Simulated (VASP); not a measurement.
# MoS2 (R3m) in VASP: single point with PBE

Aim: the single point of MoS2 with PBE.

Program: VASP 6.6.1. These are calculated values, not measurements. Logs are shortened: lines on timing, memory, paths and dates and some standing lists are left out, and cuts for length are marked.

## 1. The cell of the first run

Symmetry: R3m, No. 160, trigonal system. The conventional cell has a = 3.175 Å, b = 3.175 Å, c = 18.582 Å, α = 90.00°, β = 90.00°, γ = 120.00°. Within 3.2 Å of Mo (site symmetry 3m) lie 6 S at 2.40 Å and 6 Mo at 3.18 Å. Within 3.2 Å of S (site symmetry 3m) lie 3 Mo at 2.40 Å and 7 S at 3.11 to 3.18 Å. Within 3.2 Å of S (site symmetry 3m) lie 3 Mo at 2.40 Å and 7 S at 3.11 to 3.18 Å.

## 2. Single point, PBE

INCAR reads:

```
SYSTEM = MoS2
  PREC = Accurate
  ENCUT = 500
  EDIFF = 1E-6
  ISMEAR = 0
  SIGMA = 0.01
  LREAL = .False.
  LASPH = .True.
  NELM = 120
  ALGO = Normal
  ISIF = 2
  LWAVE = .False.
  LCHARG = .True.
  GGA = PE
  LELF = .True.
  LVHAR = .True.
  NBANDS = 20
  GGA_COMPAT = .False.
```

KPOINTS reads:

```
Automatic mesh
0
Gamma
  2 2 2
  0 0 0
```

POSCAR reads:

```
MoS2
1.0
    1.5875907338      0.9165959375      6.1939396005
   -1.5875907338      0.9165959375      6.1939396005
    0.0000000000     -1.8331918751      6.1939396005
Mo S
1 2
Direct
   -0.0000146006     -0.0000146006     -0.0000146006
    0.4170015120      0.4170015120      0.4170015120
    0.2496797553      0.2496797553      0.2496797553
```

Potentials or basis: VASP PAW PBE potentials, release 64 (Mo_sv, S).

The run is started by

```sh
$ cat potpaw_PBE.64/Mo_sv/POTCAR potpaw_PBE.64/S/POTCAR > POTCAR
$ mpirun -np 1 vasp_std > vasp.out
```

OUTCAR:

```text
SYSTEM = MoS2
   PREC = Accurate
   ENCUT = 500
   EDIFF = 1E-6
   ISMEAR = 0
   LREAL = .False.
   LASPH = .True.
   NELM = 120
   ISIF = 2
   GGA = PE

 ion  position               nearest neighbor table
   1  1.000  1.000  1.000-   3 2.40   3 2.40   3 2.40   2 2.40   2 2.40   2 2.40
   2  0.417  0.417  0.417-   1 2.40   1 2.40   1 2.40
   3  0.250  0.250  0.250-   1 2.40   1 2.40   1 2.40

  LATTYP: Found a trigonal (rhomboedric) cell.
 ALAT       =     6.4595263159
 COS(alpha) =     0.8791891993

  Lattice vectors:

 A1 = (   1.5875907338,   0.9165959375,   6.1939396005)
 A2 = (  -1.5875907338,   0.9165959375,   6.1939396005)
 A3 = (   0.0000000000,  -1.8331918751,   6.1939396005)

Analysis of symmetry for initial positions (statically):
=====================================================================
 Subroutine PRICEL returns:
 Original cell was already a primitive cell.

 Routine SETGRP: Setting up the symmetry group for a
 trigonal (rhombohedral) supercell.

 Subroutine GETGRP returns: Found  6 space group operations
 (whereof  6 operations were pure point group operations)
 out of a pool of 12 trial point group operations.

The static configuration has the point symmetry C_3v.

Analysis of symmetry for dynamics (positions and initial velocities):
=====================================================================
 Subroutine PRICEL returns:
 Original cell was already a primitive cell.

 Routine SETGRP: Setting up the symmetry group for a
 trigonal (rhombohedral) supercell.

 Subroutine GETGRP returns: Found  6 space group operations
 (whereof  6 operations were pure point group operations)
 out of a pool of 12 trial point group operations.

The dynamic configuration has the point symmetry C_3v.

 Subroutine INISYM returns: Found  6 space group operations
 (whereof  6 operations are pure point group operations),
 and found     1 'primitive' translations

----------------------------------------------------------------------------------------

                                     Primitive cell

  volume of cell :      54.0798

  direct lattice vectors                    reciprocal lattice vectors
     1.587590734  0.916595938  6.193939601     0.314942629  0.181832212  0.053816045
    -1.587590734  0.916595938  6.193939601    -0.314942629  0.181832212  0.053816045
     0.000000000 -1.833191875  6.193939601     0.000000000 -0.363664424  0.053816045

  length of vectors
     6.459526316  6.459526316  6.459526316     0.367624781  0.367624781  0.367624781

  position of ions in fractional coordinates (direct lattice)
     0.999985399  0.999985399  0.999985399
     0.417001512  0.417001512  0.417001512
     0.249679755  0.249679755  0.249679755

  ion indices of the primitive-cell ions
   primitive index   ion index
                 1           1
                 2           2
                 3           3

----------------------------------------------------------------------------------------

 KPOINTS: Automatic mesh

Automatic generation of k-mesh.
 Grid dimensions read from file:
 generate k-points for:    2    2    2

 Generating k-lattice:

  Cartesian coordinates                     Fractional coordinates (reciprocal lattice)
     0.157471315  0.090916106  0.026908023     0.500000000  0.000000000  0.000000000
    -0.157471315  0.090916106  0.026908023     0.000000000  0.500000000  0.000000000
     0.000000000 -0.181832212  0.026908023     0.000000000  0.000000000  0.500000000

  Length of vectors
     0.183812391  0.183812391  0.183812391

  Shift w.r.t. Gamma in fractional coordinates (k-lattice)
     0.000000000  0.000000000  0.000000000

 Subroutine IBZKPT returns following result:
 ===========================================

 Found      4 irreducible k-points:

 Following reciprocal coordinates:
            Coordinates               Weight
  0.000000  0.000000  0.000000      1.000000
  0.500000  0.000000  0.000000      3.000000
  0.500000  0.500000  0.000000      3.000000
  0.500000  0.500000  0.500000      1.000000
   k-points           NKPTS =      4   k-points in BZ     NKDIM =      4   number of bands    NBANDS=     20
   number of dos      NEDOS =    301   number of ions     NIONS =      3
   total plane-waves  NPLWV = 110592
   dimension x,y,z NGX =    48 NGY =   48 NGZ =   48
   dimension x,y,z NGXF=    96 NGYF=   96 NGZF=   96
   ions per type =               1   2
   NGX,Y,Z   is equivalent  to a cutoff of  12.35, 12.35, 12.35 a.u.
   NGXF,Y,Z  is equivalent  to a cutoff of  24.71, 24.71, 24.71 a.u.
 SYSTEM =  MoS2
   PREC   = accura    normal or accurate (medium, high low for compatibility)
   ISTART =      0    job   : 0-new  1-cont  2-samecut
   ICHARG =      2    charge: 1-file 2-atom 10-const
   ISPIN  =      1    spin polarized calculation?
   LNONCOLLINEAR =      F non collinear calculations
   LSORBIT =      F    spin-orbit coupling
   LASPH  =      T    aspherical Exc in radial PAW
   ENCUT  =  500.0 eV  36.75 Ry    6.06 a.u.  11.78 11.78 11.78*2*pi/ulx,y,z
   NELM   =    120;   NELMIN=  2; NELMDL= -5     # of ELM steps
   EDIFF  = 0.1E-05   stopping-criterion for ELM
   LREAL  =      F    real-space projection
   EDIFFG = 0.1E-04   stopping-criterion for IOM
   NSW    =      0    number of steps for IOM
   IBRION =     -1    ionic relax: 0-MD 1-quasi-New 2-CG
   NFREE  =      0    steps in history (QN), initial steepest desc. (CG)
   ISIF   =      2    stress and relaxation
   ISYM   =      2    0-nonsym 1-usesym 2-fastsym
   POTIM  = 0.5000    time-step for ionic-motion
   TEBEG  =    0.0;   TEEND  =   0.0 temperature during run
   PSTRESS=    0.0 pullay stress
   NELECT =      26.0000    total number of electrons
   NUPDOWN=      -1.0000    fix difference up-down
   EMIN   =  10.00;   EMAX   =-10.00  energy-range for DOS
   EFERMI =   0.00;   METHOD = LEGACY
   ISMEAR =     0;   SIGMA  =   0.01  broadening in eV -4-tet -1-fermi 0-gaus
   EFERMI_NEDOS =   21; number of points for ismear=-14 and -15
   IALGO  =     38    algorithm
   IMIX   =      4    mixing-type and parameters
     AMIX     =   0.40;   BMIX     =  1.00
     AMIX_MAG =   1.60;   BMIX_MAG =  1.00
  volume/ion in A,a.u.               =      18.03       121.65
  Fermi-wavevector in a.u.,A,eV,Ry     =   1.282491  2.423557 22.378639  1.644784
  Thomas-Fermi vector in A             =   2.414800
   LORBIT       =      0    0 simple, 1 ext, 2 COOP (PROOUT), +10 PAW based schemes
   GGA     = PE    functional components
   LHFCALC =     F    Hartree Fock is set to
   AEXX    =    0.0000 exact exchange contribution
   IVDW    =     0    specifies the selected vdW correction
   LEPSILON=     F    determine dielectric tensor
   LRPA    =     F    only Hartree local field effects (RPA)
 non-spin polarized calculation
 Gauss-broadening in eV      SIGMA  =   0.01
  energy-cutoff  :      500.00
  volume of cell :       54.08
 maximum number of plane-waves:      1384
 NGX is ok and might be reduce to    48
   NGX = 23   NGY = 23   NGZ = 23

 number of electron      25.9999998 magnetization

 Free energy of the ion-electron system (eV)
  ---------------------------------------------------
  ext. energy  EPLUGINS =         0.00000000
  ---------------------------------------------------
  free energy    TOTEN  =       -20.93518274 eV

  energy without entropy =      -20.93518274  energy(sigma->0) =      -20.93518274

 E-fermi :   7.7104     XC(G=0): -10.7424

 val. band max:        7.4785541837   @ k =   0.5000   0.5000   0.5000
 cond. band min:       8.7909979931   @ k =   0.5000   0.5000   0.0000
 fundamental gap:      1.3124438093
 Fermi energy:         7.7103641940

 k-point     1 :       0.0000    0.0000    0.0000
  band No.  band energies     occupation
      1     -54.1854      2.00000
      2     -28.2224      2.00000
      3     -28.2224      2.00000
      4     -28.1427      2.00000
      5      -7.5327      2.00000
      6      -5.8653      2.00000
[... 12 lines left out ...]
     19      15.5971      0.00000
     20      15.9203      0.00000

 k-point     2 :       0.5000    0.0000    0.0000
  band No.  band energies     occupation
      1     -54.1462      2.00000
      2     -28.6043      2.00000
      3     -28.3109      2.00000
      4     -28.0638      2.00000
      5      -5.5539      2.00000
      6      -5.2695      2.00000
[... 12 lines left out ...]
     19      14.2847      0.00000
     20      14.8037      0.00000

 k-point     3 :       0.5000    0.5000    0.0000
  band No.  band energies     occupation
      1     -54.1461      2.00000
      2     -28.6043      2.00000
      3     -28.3109      2.00000
      4     -28.0638      2.00000
      5      -5.4677      2.00000
      6      -5.3690      2.00000
[... 12 lines left out ...]
     19      14.6593      0.00000
     20      15.3765      0.00000

 k-point     4 :       0.5000    0.5000    0.5000
  band No.  band energies     occupation
      1     -54.1854      2.00000
      2     -28.2224      2.00000
      3     -28.2224      2.00000
      4     -28.1428      2.00000
      5      -7.2957      2.00000
      6      -6.2639      2.00000
[... 12 lines left out ...]
     19      16.0589      0.00000
     20      17.4601      0.00000

------------------------ aborting loop because EDIFF is reached ----------------------------------------

  FORCE on cell =-STRESS in cart. coord.  units (eV):
  Direction    XX          YY          ZZ          XY          YZ          ZX
  --------------------------------------------------------------------------------------
  -------------------------------------------------------------------------------------
  Total        0.7837474      0.7837474      3.3959949      0.0000000     -0.0000000      0.0000000
  in kB       23.2194540     23.2194540    100.6104097      0.0000000     -0.0000000      0.0000000
  external PRESSURE =      49.0164392 kB  Pullay stress =       0.0000000 kB

 VOLUME and BASIS-vectors are now :
 -----------------------------------------------------------------------------
  energy-cutoff  :      500.00
  volume of cell :       54.08
      direct lattice vectors                 reciprocal lattice vectors
     1.587590734  0.916595938  6.193939601     0.314942629  0.181832212  0.053816045
    -1.587590734  0.916595938  6.193939601    -0.314942629  0.181832212  0.053816045
     0.000000000 -1.833191875  6.193939601     0.000000000 -0.363664424  0.053816045

 POSITION                                       TOTAL-FORCE (eV/Angst)
 -----------------------------------------------------------------------------------
      0.00000     -0.00000     18.58155         0.000000     -0.000000      0.010591
      0.00000     -0.00000      7.74865         0.000000     -0.000000      0.469137
      0.00000     -0.00000      4.63950         0.000000      0.000000     -0.479728
 -----------------------------------------------------------------------------------
    total drift:                               -0.000000      0.000000     -0.000038

  FREE ENERGIE OF THE ION-ELECTRON SYSTEM (eV)
  ---------------------------------------------------
  free  energy   TOTEN  =       -20.9351827363 eV

  energy  without entropy=      -20.9351827363  energy(sigma->0) =      -20.93518274
```

Run time: 42 s. Hardware: 1 thread of Intel Xeon Platinum 8488C (Sapphire Rapids), shared host; peak memory 0.3 GiB.

Results:

```yaml
Free_energy: -20.9352 eV
Pressure: 4.9 GPa
Largest_force: 0.480 eV/Å
Band_gap_on_the_k_mesh: 1.31 eV, indirect (least direct gap 2.05 eV)
```

Forces on the atoms (eV/Å):
```
Mo   0.000  0.000  0.011
S    0.000  0.000  0.469
S    0.000  0.000 -0.480
```

Stress tensor (GPa, compression positive):
```
 2.32  0.00  0.00
 0.00  2.32  0.00
 0.00  0.00 10.06
```

Caveat: the k points lie up to 1.15 Å⁻¹ apart.
